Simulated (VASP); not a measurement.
# TeMo2 (P-3m1) in VASP: notebook

Runs on TeMo2. Level: PBE. Tasks: single point.

Program: VASP 6.6.1. These are calculated values, not measurements. Logs are shortened: lines on timing, memory, paths and dates and some standing lists are left out, and cuts for length are marked.

## (1) The cell of the first run

The structure is trigonal, space group P-3m1 (No. 164). The conventional cell has a = 3.228 Å, b = 3.228 Å, c = 6.419 Å, α = 90.00°, β = 90.00°, γ = 120.00°. Te (site symmetry -3m) has 6 Mo at 3.01 Å and 6 Te at 3.23 Å within 4.0 Å. Within 3.3 Å of Mo (site symmetry 3m) lie 9 Mo at 2.51 to 3.23 Å and 3 Te at 3.01 Å.

The cell was built from a structure type or drawn by symmetry, and may not be a known phase.

## (2) Single point, PBE

The input, INCAR:

```
SYSTEM = TeMo2
PREC     = Accurate       ! precision mode
ENCUT    = 500            ! plane-wave cutoff, eV
EDIFF    = 1E-6           ! SCF threshold, eV
ISMEAR   = 0              ! smearing method
SIGMA    = 0.1            ! smearing width, eV
LREAL    = .FALSE.        ! projectors in reciprocal space
LASPH    = .TRUE.         ! aspherical terms in the spheres
NELM     = 120            ! most SCF steps
ALGO     = Normal         ! electronic algorithm
ISIF     = 2              ! what is computed and relaxed
LWAVE    = .FALSE.        ! write WAVECAR
LCHARG   = .TRUE.         ! write CHGCAR
GGA      = PE             ! functional
LELF     = .TRUE.         ! ELF
LVHAR    = .TRUE.       
NBANDS   = 24             ! bands
GGA_COMPAT= .FALSE.
```

The input, KPOINTS:

```
Automatic mesh
0
G
  6 6 4
  0 0 0
```

The input, POSCAR:

```
TeMo2
1.0
    3.2282600478      0.0000000000      0.0000000000
   -1.6141300239      2.7957552114      0.0000000000
    0.0000000000      0.0000000000      6.4192064729
Te Mo
1 2
Direct
    0.0000000000      0.0000000000      0.5000000000
    0.6666666667      0.3333333333      0.8687828987
    0.3333333333      0.6666666667      0.1312171013
```

Potentials or basis: VASP PAW PBE potentials, release 64 (Te, Mo_sv).

Run with:

```bash
cat potpaw_PBE.64/Te/POTCAR potpaw_PBE.64/Mo_sv/POTCAR > POTCAR
mpirun -np 1 vasp_std > vasp.out
```

OUTCAR:

```text
SYSTEM = TeMo2
   PREC = Accurate
   ENCUT = 500
   EDIFF = 1E-6
   ISMEAR = 0
   LREAL = .FALSE.
   LASPH = .TRUE.
   NELM = 120
   ISIF = 2
   GGA = PE

 ion  position               nearest neighbor table
   1  0.000  0.000  0.500-   2 3.01   3 3.01   3 3.01   2 3.01   2 3.01   3 3.01
   2  0.667  0.333  0.869-   3 2.51   3 2.51   3 2.51   1 3.01   1 3.01   1 3.01
   3  0.333  0.667  0.131-   2 2.51   2 2.51   2 2.51   1 3.01   1 3.01   1 3.01

  LATTYP: Found a hexagonal cell.
 ALAT       =     3.2282600478
 C/A-ratio  =     1.9884415685

  Lattice vectors:

 A1 = (   3.2282600478,   0.0000000000,   0.0000000000)
 A2 = (  -1.6141300239,   2.7957552114,   0.0000000000)
 A3 = (   0.0000000000,   0.0000000000,   6.4192064729)

Analysis of symmetry for initial positions (statically):
=====================================================================
 Subroutine PRICEL returns:
 Original cell was already a primitive cell.

 Routine SETGRP: Setting up the symmetry group for a
 hexagonal supercell.

 Subroutine GETGRP returns: Found 12 space group operations
 (whereof 12 operations were pure point group operations)
 out of a pool of 24 trial point group operations.

The static configuration has the point symmetry D_3d.

Analysis of symmetry for dynamics (positions and initial velocities):
=====================================================================
 Subroutine PRICEL returns:
 Original cell was already a primitive cell.

 Routine SETGRP: Setting up the symmetry group for a
 hexagonal supercell.

 Subroutine GETGRP returns: Found 12 space group operations
 (whereof 12 operations were pure point group operations)
 out of a pool of 24 trial point group operations.

The dynamic configuration has the point symmetry D_3d.

 Subroutine INISYM returns: Found 12 space group operations
 (whereof 12 operations are pure point group operations),
 and found     1 'primitive' translations

----------------------------------------------------------------------------------------

                                     Primitive cell

  volume of cell :      57.9361

  direct lattice vectors                    reciprocal lattice vectors
     3.228260048  0.000000000  0.000000000     0.309764389  0.178842553  0.000000000
[... 81 lines left out ...]
   ISPIN  =      1    spin polarized calculation?
   LNONCOLLINEAR =      F non collinear calculations
   LSORBIT =      F    spin-orbit coupling
   LASPH  =      T    aspherical Exc in radial PAW
   ENCUT  =  500.0 eV  36.75 Ry    6.06 a.u.   5.89  5.89 11.70*2*pi/ulx,y,z
   NELM   =    120;   NELMIN=  2; NELMDL= -5     # of ELM steps
   EDIFF  = 0.1E-05   stopping-criterion for ELM
   LREAL  =      F    real-space projection
   EDIFFG = 0.1E-04   stopping-criterion for IOM
   NSW    =      0    number of steps for IOM
   IBRION =     -1    ionic relax: 0-MD 1-quasi-New 2-CG
   NFREE  =      0    steps in history (QN), initial steepest desc. (CG)
   ISIF   =      2    stress and relaxation
   ISYM   =      2    0-nonsym 1-usesym 2-fastsym
   POTIM  = 0.5000    time-step for ionic-motion
   TEBEG  =    0.0;   TEEND  =   0.0 temperature during run
   PSTRESS=    0.0 pullay stress
   NELECT =      34.0000    total number of electrons
   NUPDOWN=      -1.0000    fix difference up-down
   EMIN   =  10.00;   EMAX   =-10.00  energy-range for DOS
   EFERMI =   0.00;   METHOD = LEGACY
   ISMEAR =     0;   SIGMA  =   0.10  broadening in eV -4-tet -1-fermi 0-gaus
   EFERMI_NEDOS =   21; number of points for ismear=-14 and -15
   IALGO  =     38    algorithm
   IMIX   =      4    mixing-type and parameters
     AMIX     =   0.40;   BMIX     =  1.00
     AMIX_MAG =   1.60;   BMIX_MAG =  1.00
  volume/ion in A,a.u.               =      19.31       130.32
  Fermi-wavevector in a.u.,A,eV,Ry     =   1.370623  2.590103 25.560020  1.878608
  Thomas-Fermi vector in A             =   2.496393
   LORBIT       =      0    0 simple, 1 ext, 2 COOP (PROOUT), +10 PAW based schemes
   GGA     = PE    functional components
   LHFCALC =     F    Hartree Fock is set to
   AEXX    =    0.0000 exact exchange contribution
   IVDW    =     0    specifies the selected vdW correction
   LEPSILON=     F    determine dielectric tensor
   LRPA    =     F    only Hartree local field effects (RPA)
 non-spin polarized calculation
 Gauss-broadening in eV      SIGMA  =   0.10
  energy-cutoff  :      500.00
  volume of cell :       57.94
 maximum number of plane-waves:      1505
   NGX = 11   NGY = 11   NGZ = 23

 number of electron      33.9999999 magnetization

 Free energy of the ion-electron system (eV)
  ---------------------------------------------------
  ext. energy  EPLUGINS =         0.00000000
  ---------------------------------------------------
  free energy    TOTEN  =       -23.81652769 eV

  energy without entropy =      -23.80290510  energy(sigma->0) =      -23.80971640

 E-fermi :  11.0559     XC(G=0): -12.0151

 val. band max:       10.9736043506   @ k =   0.3333   0.0000   0.0000
 cond. band min:      11.0699058348   @ k =   0.3333   0.1667   0.0000
 fundamental gap:      0.0963014841
 Fermi energy:        11.0559339245

 k-point     1 :       0.0000    0.0000    0.0000
  band No.  band energies     occupation
      1     -50.0659      2.00000
      2     -49.6572      2.00000
      3     -24.5394      2.00000
      4     -24.0839      2.00000
      5     -24.0839      2.00000
      6     -23.5631      2.00000
[... 637 lines left out ...]
     23      15.0493      0.00000
     24      15.0493      0.00000

------------------------ aborting loop because EDIFF is reached ----------------------------------------

  FORCE on cell =-STRESS in cart. coord.  units (eV):
  Direction    XX          YY          ZZ          XY          YZ          ZX
  --------------------------------------------------------------------------------------
  -------------------------------------------------------------------------------------
  Total        0.3456784      0.3456784      0.4631002     -0.0000000      0.0000000     -0.0000000
  in kB        9.5594697      9.5594697     12.8066791     -0.0000000      0.0000000     -0.0000000
  external PRESSURE =      10.6418729 kB  Pullay stress =       0.0000000 kB

 VOLUME and BASIS-vectors are now :
 -----------------------------------------------------------------------------
  energy-cutoff  :      500.00
  volume of cell :       57.94
      direct lattice vectors                 reciprocal lattice vectors
     3.228260048  0.000000000  0.000000000     0.309764389  0.178842553  0.000000000
    -1.614130024  2.795755211  0.000000000     0.000000000  0.357685106  0.000000000
     0.000000000  0.000000000  6.419206473     0.000000000  0.000000000  0.155782495

 POSITION                                       TOTAL-FORCE (eV/Angst)
 -----------------------------------------------------------------------------------
      0.00000      0.00000      3.20960         0.000000      0.000000      0.000000
      1.61413      0.93192      5.57690         0.000000      0.000000     -0.194711
     -0.00000      1.86384      0.84231        -0.000000     -0.000000      0.194711
 -----------------------------------------------------------------------------------
    total drift:                                0.000000     -0.000000      0.000000

  FREE ENERGIE OF THE ION-ELECTRON SYSTEM (eV)
  ---------------------------------------------------
  free  energy   TOTEN  =       -23.8165276897 eV

  energy  without entropy=      -23.8029051036  energy(sigma->0) =      -23.80971640
```

Wall time 19 s (1 thread of AMD EPYC 9R45 (Zen 5), shared host); peak memory 0.15 GiB.

Results:

| Item | Value |
| --- | --- |
| Free energy | -23.8165 eV |
| Pressure | 1.1 GPa |
| Largest force | 0.195 eV/Å |
| Band gap on the k mesh | zero (bands 17 and 18 overlap by 2.67 eV) |

Forces in eV/Å, atoms in the order of the input:
```
Te   0.000  0.000  0.000
Mo   0.000  0.000 -0.195
Mo   0.000  0.000  0.195
```

Stress tensor (GPa, compression positive):
```
0.96 0.00 0.00
0.00 0.96 0.00
0.00 0.00 1.28
```

Caveat: the k points lie up to 0.37 Å⁻¹ apart, too coarse for converged energies and pressures of a metal; spin-orbit coupling is left out, which moves the levels of the heavy elements.

## (3) Single point, PBE

This run uses another cell than the first one, of 19.38 Å³/atom.

The input, INCAR:

```
SYSTEM = TeMo2
ALGO = Normal ; EDIFF = 1E-6
ENCUT = 500 ; GGA = PE
GGA_COMPAT = .FALSE. ; ISIF = 2
ISMEAR = 0 ; LASPH = .TRUE.
LCHARG = .TRUE. ; LELF = .TRUE.
LREAL = .FALSE. ; LVHAR = .TRUE.
LWAVE = .FALSE. ; NBANDS = 24
NELM = 120 ; PREC = Accurate
SIGMA = 0.1
```

The input, KPOINTS:

```
k-points
0
G
  6 6 4
  0 0 0
```

The input, POSCAR:

```
TeMo2
1.0
    3.2311287796      0.0000000000      0.0000000000
   -1.6155643898      2.7982396060      0.0000000000
    0.0000000000      0.0000000000      6.4287795565
Te Mo
1 2
Direct
    0.0000000000      0.0000000000      0.5000000000
    0.6666666667      0.3333333333      0.8681405553
    0.3333333333      0.6666666667      0.1318594447
```

Potentials or basis: VASP PAW PBE potentials, release 64 (Te, Mo_sv).

Run with:

```bash
cat potpaw_PBE.64/Te/POTCAR potpaw_PBE.64/Mo_sv/POTCAR > POTCAR
mpirun -np 1 vasp_std > vasp.out
```

OUTCAR:

```text
SYSTEM = TeMo2
   EDIFF = 1E-6
   ENCUT = 500
   GGA = PE
   ISIF = 2
   ISMEAR = 0
   LASPH = .TRUE.
   LREAL = .FALSE.
   NELM = 120
   PREC = Accurate

 ion  position               nearest neighbor table
   1  0.000  0.000  0.500-   2 3.01   3 3.01   3 3.01   2 3.01   2 3.01   3 3.01
   2  0.667  0.333  0.868-   3 2.52   3 2.52   3 2.52   1 3.01   1 3.01   1 3.01
   3  0.333  0.667  0.132-   2 2.52   2 2.52   2 2.52   1 3.01   1 3.01   1 3.01

  LATTYP: Found a hexagonal cell.
 ALAT       =     3.2311287796
 C/A-ratio  =     1.9896389141

  Lattice vectors:

 A1 = (   3.2311287796,   0.0000000000,   0.0000000000)
 A2 = (  -1.6155643898,   2.7982396060,   0.0000000000)
 A3 = (   0.0000000000,   0.0000000000,   6.4287795565)

Analysis of symmetry for initial positions (statically):
=====================================================================
 Subroutine PRICEL returns:
 Original cell was already a primitive cell.

 Routine SETGRP: Setting up the symmetry group for a
 hexagonal supercell.

 Subroutine GETGRP returns: Found 12 space group operations
 (whereof 12 operations were pure point group operations)
 out of a pool of 24 trial point group operations.

The static configuration has the point symmetry D_3d.

Analysis of symmetry for dynamics (positions and initial velocities):
=====================================================================
 Subroutine PRICEL returns:
 Original cell was already a primitive cell.

 Routine SETGRP: Setting up the symmetry group for a
 hexagonal supercell.

 Subroutine GETGRP returns: Found 12 space group operations
 (whereof 12 operations were pure point group operations)
 out of a pool of 24 trial point group operations.

The dynamic configuration has the point symmetry D_3d.

[... 112 lines left out ...]
   EMIN   =  10.00;   EMAX   =-10.00  energy-range for DOS
   EFERMI =   0.00;   METHOD = LEGACY
   ISMEAR =     0;   SIGMA  =   0.10  broadening in eV -4-tet -1-fermi 0-gaus
   EFERMI_NEDOS =   21; number of points for ismear=-14 and -15
   IALGO  =     38    algorithm
   IMIX   =      4    mixing-type and parameters
     AMIX     =   0.40;   BMIX     =  1.00
     AMIX_MAG =   1.60;   BMIX_MAG =  1.00
  volume/ion in A,a.u.               =      19.38       130.75
  Fermi-wavevector in a.u.,A,eV,Ry     =   1.369132  2.587284 25.504416  1.874522
  Thomas-Fermi vector in A             =   2.495034
   LORBIT       =      0    0 simple, 1 ext, 2 COOP (PROOUT), +10 PAW based schemes
   GGA     = PE    functional components
   LHFCALC =     F    Hartree Fock is set to
   AEXX    =    0.0000 exact exchange contribution
   IVDW    =     0    specifies the selected vdW correction
   LEPSILON=     F    determine dielectric tensor
   LRPA    =     F    only Hartree local field effects (RPA)
 non-spin polarized calculation
 Gauss-broadening in eV      SIGMA  =   0.10
  energy-cutoff  :      500.00
  volume of cell :       58.13
 maximum number of plane-waves:      1505
   NGX = 11   NGY = 11   NGZ = 23

 number of electron      33.9999999 magnetization

 Free energy of the ion-electron system (eV)
  ---------------------------------------------------
  ext. energy  EPLUGINS =         0.00000000
  ---------------------------------------------------
  free energy    TOTEN  =       -23.81842163 eV

  energy without entropy =      -23.80483487  energy(sigma->0) =      -23.81162825

 E-fermi :  11.0105     XC(G=0): -12.0006

 val. band max:       11.0054480409   @ k =   0.3333   0.1667   0.0000
 cond. band min:      11.0453005007   @ k =   0.1667   0.1667   0.2500
 fundamental gap:      0.0398524598
 Fermi energy:        11.0104793561

 k-point     1 :       0.0000    0.0000    0.0000
  band No.  band energies     occupation
      1     -50.1153      2.00000
      2     -49.7211      2.00000
      3     -24.5808      2.00000
      4     -24.1313      2.00000
      5     -24.1313      2.00000
      6     -23.6282      2.00000
[... 637 lines left out ...]
     23      14.9984      0.00000
     24      14.9984      0.00000

------------------------ aborting loop because EDIFF is reached ----------------------------------------

  FORCE on cell =-STRESS in cart. coord.  units (eV):
  Direction    XX          YY          ZZ          XY          YZ          ZX
  --------------------------------------------------------------------------------------
  -------------------------------------------------------------------------------------
  Total        0.0485795      0.0485795      0.0865061      0.0000000     -0.0000000      0.0000000
  in kB        1.3390470      1.3390470      2.3844569      0.0000000     -0.0000000      0.0000000
  external PRESSURE =       1.6875170 kB  Pullay stress =       0.0000000 kB

 VOLUME and BASIS-vectors are now :
 -----------------------------------------------------------------------------
  energy-cutoff  :      500.00
  volume of cell :       58.13
      direct lattice vectors                 reciprocal lattice vectors
     3.231128780  0.000000000  0.000000000     0.309489367  0.178683769  0.000000000
    -1.615564390  2.798239606  0.000000000     0.000000000  0.357367538  0.000000000
     0.000000000  0.000000000  6.428779557     0.000000000  0.000000000  0.155550520

 POSITION                                       TOTAL-FORCE (eV/Angst)
 -----------------------------------------------------------------------------------
      0.00000      0.00000      3.21439         0.000000      0.000000      0.000000
      1.61556      0.93275      5.58108        -0.000000      0.000000     -0.079271
     -0.00000      1.86549      0.84770         0.000000     -0.000000      0.079271
 -----------------------------------------------------------------------------------
    total drift:                                0.000000     -0.000000      0.000000

  FREE ENERGIE OF THE ION-ELECTRON SYSTEM (eV)
  ---------------------------------------------------
  free  energy   TOTEN  =       -23.8184216290 eV

  energy  without entropy=      -23.8048348666  energy(sigma->0) =      -23.81162825
```

stdout:

```text
POSCAR found type information on POSCAR TeMo
 POSCAR found :  2 types and       3 ions
 scaLAPACK will be used
 LDA part: xc-table for (Slater+PW92), standard interpolation
 POSCAR, INCAR and KPOINTS ok, starting setup
 FFT: planning ... GRIDC
 FFT: planning ... GRID_SOFT
 FFT: planning ... GRID
 WAVECAR not read
 entering main loop
```

It took 19 s on 1 thread of AMD EPYC 9R45 (Zen 5), shared host; peak memory 0.15 GiB.

What came out:

- Free energy: -23.8184 eV
- Pressure: 0.2 GPa
- Largest force: 0.079 eV/Å
- Band gap on the k mesh: zero (bands 17 and 18 overlap by 2.62 eV)

Forces on the atoms (eV/Å):
```
Te   0.000  0.000  0.000
Mo   0.000  0.000 -0.079
Mo   0.000  0.000  0.079
```

Caveat: the k points lie up to 0.37 Å⁻¹ apart, too coarse for converged energies and pressures of a metal; spin-orbit coupling is left out, which moves the levels of the heavy elements.
